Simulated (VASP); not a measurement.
# RbPd (F-43m) in VASP: single point with PBE

Aim: the single point of RbPd with PBE.

Everything below comes from runs of VASP 6.6.1. Logs are shortened: lines on timing, memory, paths and dates and some standing lists are left out, and cuts for length are marked.

### 1 The cell of the first run

It takes space group F-43m (No. 216, cubic). Conventional cell: a = 6.473 Å, b = 6.473 Å, c = 6.473 Å, α = 90.00°, β = 90.00°, γ = 90.00°. Within 3.7 Å of Rb (site symmetry -43m) lie 4 Pd at 2.80 Å. Pd (site symmetry -43m) has 4 Rb at 2.80 Å within 3.7 Å.

### 2 Single point, PBE

Contents of INCAR:

```
ALGO = Fast ; EDIFF = 1E-6
ENCUT = 520 ; GGA = PE
ISIF = 2 ; ISMEAR = 0
LASPH = True ; LCHARG = False
LREAL = False ; LWAVE = False
NBANDS = 16 ; NELM = 60
PREC = Accurate ; SIGMA = 0.1
```

Contents of KPOINTS:

```
k-points
0
Gamma
  6 6 6
```

Contents of POSCAR:

```
RbPd
1.0
    0.0000000000      3.2364828700      3.2364828700
    3.2364828700      0.0000000000      3.2364828700
    3.2364828700      3.2364828700      0.0000000000
Rb Pd
1 1
Direct
    0.0000000000      0.0000000000      0.0000000000
    0.7500000000      0.7500000000      0.7500000000
```

Potentials or basis: VASP PAW PBE potentials, release 64 (Rb_sv, Pd).

Started as:

```bash
$ cat potpaw_PBE.64/Rb_sv/POTCAR potpaw_PBE.64/Pd/POTCAR > POTCAR
$ mpirun -np 1 vasp_std > vasp.out
```

OUTCAR:

```text
EDIFF = 1E-6
   ENCUT = 520
   GGA = PE
   ISIF = 2
   ISMEAR = 0
   LASPH = True
   LREAL = False
   NELM = 60
   PREC = Accurate

 ion  position               nearest neighbor table
   1  0.000  0.000  0.000-   2 2.80   2 2.80   2 2.80   2 2.80
   2  0.750  0.750  0.750-   1 2.80   1 2.80   1 2.80   1 2.80

  LATTYP: Found a face centered cubic cell.
 ALAT       =     6.4729657400

  Lattice vectors:

 A1 = (   0.0000000000,   3.2364828700,   3.2364828700)
 A2 = (   3.2364828700,   0.0000000000,   3.2364828700)
 A3 = (   3.2364828700,   3.2364828700,   0.0000000000)

Analysis of symmetry for initial positions (statically):
=====================================================================
 Subroutine PRICEL returns:
 Original cell was already a primitive cell.

 Routine SETGRP: Setting up the symmetry group for a
 face centered cubic supercell.

 Subroutine GETGRP returns: Found 24 space group operations
 (whereof 24 operations were pure point group operations)
 out of a pool of 48 trial point group operations.

The static configuration has the point symmetry T_d .

Analysis of symmetry for dynamics (positions and initial velocities):
=====================================================================
 Subroutine PRICEL returns:
 Original cell was already a primitive cell.

 Routine SETGRP: Setting up the symmetry group for a
 face centered cubic supercell.

 Subroutine GETGRP returns: Found 24 space group operations
 (whereof 24 operations were pure point group operations)
 out of a pool of 48 trial point group operations.

The dynamic configuration has the point symmetry T_d .

 Subroutine INISYM returns: Found 24 space group operations
 (whereof 24 operations are pure point group operations),
 and found     1 'primitive' translations

----------------------------------------------------------------------------------------

                                     Primitive cell

  volume of cell :      67.8032

  direct lattice vectors                    reciprocal lattice vectors
     0.000000000  3.236482870  3.236482870    -0.154488690  0.154488690  0.154488690
     3.236482870  0.000000000  3.236482870     0.154488690 -0.154488690  0.154488690
     3.236482870  3.236482870  0.000000000     0.154488690  0.154488690 -0.154488690

  length of vectors
     4.577077969  4.577077969  4.577077969     0.267582261  0.267582261  0.267582261

  position of ions in fractional coordinates (direct lattice)
     0.000000000  0.000000000  0.000000000
     0.750000000  0.750000000  0.750000000

  ion indices of the primitive-cell ions
   primitive index   ion index
                 1           1
                 2           2

----------------------------------------------------------------------------------------

 KPOINTS: k-points

Automatic generation of k-mesh.
 Grid dimensions read from file:
 generate k-points for:    6    6    6

 Generating k-lattice:

  Cartesian coordinates                     Fractional coordinates (reciprocal lattice)
    -0.025748115  0.025748115  0.025748115     0.166666667  0.000000000  0.000000000
     0.025748115 -0.025748115  0.025748115     0.000000000  0.166666667  0.000000000
     0.025748115  0.025748115 -0.025748115     0.000000000  0.000000000  0.166666667

  Length of vectors
     0.044597043  0.044597043  0.044597043

  Shift w.r.t. Gamma in fractional coordinates (k-lattice)
     0.000000000  0.000000000  0.000000000

 Subroutine IBZKPT returns following result:
 ===========================================

 Found     16 irreducible k-points:

 Following reciprocal coordinates:
            Coordinates               Weight
  0.000000  0.000000  0.000000      1.000000
  0.166667  0.000000  0.000000      8.000000
  0.333333  0.000000  0.000000      8.000000
  0.500000  0.000000  0.000000      4.000000
  0.166667  0.166667  0.000000      6.000000
  0.333333  0.166667  0.000000     24.000000
[... 8 lines left out ...]
 -0.333333  0.333333  0.166667     24.000000
 -0.333333  0.500000  0.166667     12.000000
   k-points           NKPTS =     16   k-points in BZ     NKDIM =     16   number of bands    NBANDS=     16
   number of dos      NEDOS =    301   number of ions     NIONS =      2
   total plane-waves  NPLWV =  46656
   dimension x,y,z NGX =    36 NGY =   36 NGZ =   36
   dimension x,y,z NGXF=    72 NGYF=   72 NGZF=   72
   ions per type =               1   1
   NGX,Y,Z   is equivalent  to a cutoff of  13.08, 13.08, 13.08 a.u.
   NGXF,Y,Z  is equivalent  to a cutoff of  26.15, 26.15, 26.15 a.u.
 SYSTEM =  unknown system
   PREC   = accura    normal or accurate (medium, high low for compatibility)
   ISTART =      0    job   : 0-new  1-cont  2-samecut
   ICHARG =      2    charge: 1-file 2-atom 10-const
   ISPIN  =      1    spin polarized calculation?
   LNONCOLLINEAR =      F non collinear calculations
   LSORBIT =      F    spin-orbit coupling
   LASPH  =      T    aspherical Exc in radial PAW
   ENCUT  =  520.0 eV  38.22 Ry    6.18 a.u.   8.51  8.51  8.51*2*pi/ulx,y,z
   NELM   =     60;   NELMIN=  2; NELMDL= -5     # of ELM steps
   EDIFF  = 0.1E-05   stopping-criterion for ELM
   LREAL  =      F    real-space projection
[... 7 lines left out ...]
   TEBEG  =    0.0;   TEEND  =   0.0 temperature during run
   PSTRESS=    0.0 pullay stress
   NELECT =      19.0000    total number of electrons
   NUPDOWN=      -1.0000    fix difference up-down
   EMIN   =  10.00;   EMAX   =-10.00  energy-range for DOS
   EFERMI =   0.00;   METHOD = LEGACY
   ISMEAR =     0;   SIGMA  =   0.10  broadening in eV -4-tet -1-fermi 0-gaus
   EFERMI_NEDOS =   21; number of points for ismear=-14 and -15
   IALGO  =     68    algorithm
   IMIX   =      4    mixing-type and parameters
     AMIX     =   0.40;   BMIX     =  1.00
     AMIX_MAG =   1.60;   BMIX_MAG =  1.00
  volume/ion in A,a.u.               =      33.90       228.78
  Fermi-wavevector in a.u.,A,eV,Ry     =   1.071296  2.024455 15.615061  1.147675
  Thomas-Fermi vector in A             =   2.207032
   LORBIT       =      0    0 simple, 1 ext, 2 COOP (PROOUT), +10 PAW based schemes
   GGA     = PE    functional components
   LHFCALC =     F    Hartree Fock is set to
   AEXX    =    0.0000 exact exchange contribution
   IVDW    =     0    specifies the selected vdW correction
   LEPSILON=     F    determine dielectric tensor
   LRPA    =     F    only Hartree local field effects (RPA)
 non-spin polarized calculation
 RMM-DIIS sequential band-by-band and
 Gauss-broadening in eV      SIGMA  =   0.10
  energy-cutoff  :      520.00
  volume of cell :       67.80
 maximum number of plane-waves:      1853
 NGX is ok and might be reduce to    36
   NGX = 17   NGY = 17   NGZ = 17

 number of electron      18.9999999 magnetization

 Free energy of the ion-electron system (eV)
  ---------------------------------------------------
  ext. energy  EPLUGINS =         0.00000000
  ---------------------------------------------------
  free energy    TOTEN  =        -4.20229613 eV

  energy without entropy =       -4.19298145  energy(sigma->0) =       -4.19763879

 E-fermi :   2.0507     XC(G=0):  -8.2344

 val. band max:        2.0447972757   @ k =   0.5000   0.3333   0.1667
 cond. band min:       2.1416978149   @ k =   0.5000   0.1667   0.0000
 fundamental gap:      0.0969005393
 Fermi energy:         2.0507234375

 k-point     1 :       0.0000    0.0000    0.0000
  band No.  band energies     occupation
      1     -25.2338      2.00000
      2      -9.4345      2.00000
      3      -9.4345      2.00000
      4      -9.4345      2.00000
      5      -0.4209      2.00000
      6       0.1758      2.00000
[... 8 lines left out ...]
     15       9.7126      0.00000
     16      10.3036      0.00000

 k-point     2 :       0.1667    0.0000    0.0000
  band No.  band energies     occupation
      1     -25.2288      2.00000
      2      -9.4999      2.00000
      3      -9.4368      2.00000
      4      -9.4368      2.00000
      5      -0.0184      2.00000
      6       0.1559      2.00000
[... 8 lines left out ...]
     15       9.2964      0.00000
     16      10.6267      0.00000

 k-point     3 :       0.3333    0.0000    0.0000
  band No.  band energies     occupation
      1     -25.2187      2.00000
      2      -9.6218      2.00000
      3      -9.4414      2.00000
      4      -9.4414      2.00000
      5       0.1792      2.00000
      6       0.1792      2.00000
[... 8 lines left out ...]
     15       9.3962      0.00000
     16       9.8623      0.00000

 k-point     4 :       0.5000    0.0000    0.0000
  band No.  band energies     occupation
      1     -25.2136      2.00000
      2      -9.6788      2.00000
      3      -9.4437      2.00000
      4      -9.4437      2.00000
      5       0.1603      2.00000
      6       0.2418      2.00000
[... 8 lines left out ...]
     15      10.1703      0.00000
     16      10.1816      0.00000

 k-point     5 :       0.1667    0.1667    0.0000
  band No.  band energies     occupation
      1     -25.2271      2.00000
      2      -9.5068      2.00000
      3      -9.4445      2.00000
      4      -9.4445      2.00000
      5       0.0524      2.00000
      6       0.1481      2.00000
[... 8 lines left out ...]
     15       9.6922      0.00000
     16      11.8949      0.00000

 k-point     6 :       0.3333    0.1667    0.0000
  band No.  band energies     occupation
      1     -25.2187      2.00000
      2      -9.5934      2.00000
      3      -9.4590      2.00000
      4      -9.4517      2.00000
      5       0.0173      2.00000
      6       0.2778      2.00000
[... 8 lines left out ...]
     15       9.7043      0.00000
     16      11.2237      0.00000
[... 115 lines left out ...]
 k-point    13 :       0.5000    0.5000    0.0000
  band No.  band energies     occupation
      1     -25.2070      2.00000
      2      -9.6933      2.00000
      3      -9.4735      2.00000
      4      -9.4735      2.00000
      5       0.0023      2.00000
      6       0.0809      2.00000
[... 8 lines left out ...]
     15       9.6275      0.00000
     16      10.4064      0.00000

 k-point    14 :       0.5000    0.3333    0.1667
  band No.  band energies     occupation
      1     -25.2120      2.00000
      2      -9.6227      2.00000
      3      -9.5068      2.00000
      4      -9.4568      2.00000
      5       0.0096      2.00000
      6       0.1410      2.00000
[... 8 lines left out ...]
     15      10.0405      0.00000
     16      10.2164      0.00000

 k-point    15 :      -0.3333    0.3333    0.1667
  band No.  band energies     occupation
      1     -25.2087      2.00000
      2      -9.6177      2.00000
      3      -9.5455      2.00000
      4      -9.4632      2.00000
      5      -0.0109      2.00000
      6       0.0748      2.00000
[... 8 lines left out ...]
     15       9.8239      0.00000
     16      10.3108      0.00000

 k-point    16 :      -0.3333    0.5000    0.1667
  band No.  band energies     occupation
      1     -25.2070      2.00000
      2      -9.6416      2.00000
      3      -9.5270      2.00000
      4      -9.4755      2.00000
      5      -0.0158      2.00000
      6       0.0172      2.00000
[... 8 lines left out ...]
     15       9.9537      0.00000
     16      10.2554      0.00000

------------------------ aborting loop because EDIFF is reached ----------------------------------------

  FORCE on cell =-STRESS in cart. coord.  units (eV):
  Direction    XX          YY          ZZ          XY          YZ          ZX
  --------------------------------------------------------------------------------------
  -------------------------------------------------------------------------------------
  Total        2.1867271      2.1867271      2.1867271      0.0000000      0.0000000      0.0000000
  in kB       51.6719963     51.6719963     51.6719963      0.0000000      0.0000000      0.0000000
  external PRESSURE =      51.6719963 kB  Pullay stress =       0.0000000 kB

 VOLUME and BASIS-vectors are now :
 -----------------------------------------------------------------------------
  energy-cutoff  :      520.00
  volume of cell :       67.80
      direct lattice vectors                 reciprocal lattice vectors
     0.000000000  3.236482870  3.236482870    -0.154488690  0.154488690  0.154488690
     3.236482870  0.000000000  3.236482870     0.154488690 -0.154488690  0.154488690
     3.236482870  3.236482870  0.000000000     0.154488690  0.154488690 -0.154488690

 POSITION                                       TOTAL-FORCE (eV/Angst)
 -----------------------------------------------------------------------------------
      0.00000      0.00000      0.00000        -0.000000     -0.000000     -0.000000
      4.85472      4.85472      4.85472         0.000000      0.000000      0.000000
 -----------------------------------------------------------------------------------
    total drift:                                0.000000      0.000000      0.000000

  FREE ENERGIE OF THE ION-ELECTRON SYSTEM (eV)
  ---------------------------------------------------
  free  energy   TOTEN  =        -4.2022961263 eV

  energy  without entropy=       -4.1929814480  energy(sigma->0) =       -4.19763879
```

Wall time 38 s (1 thread of Intel Xeon 8259CL, shared host); peak memory 0.2 GiB.

What came out:

```yaml
Free_energy: -4.2023 eV
Pressure: 5.2 GPa
```
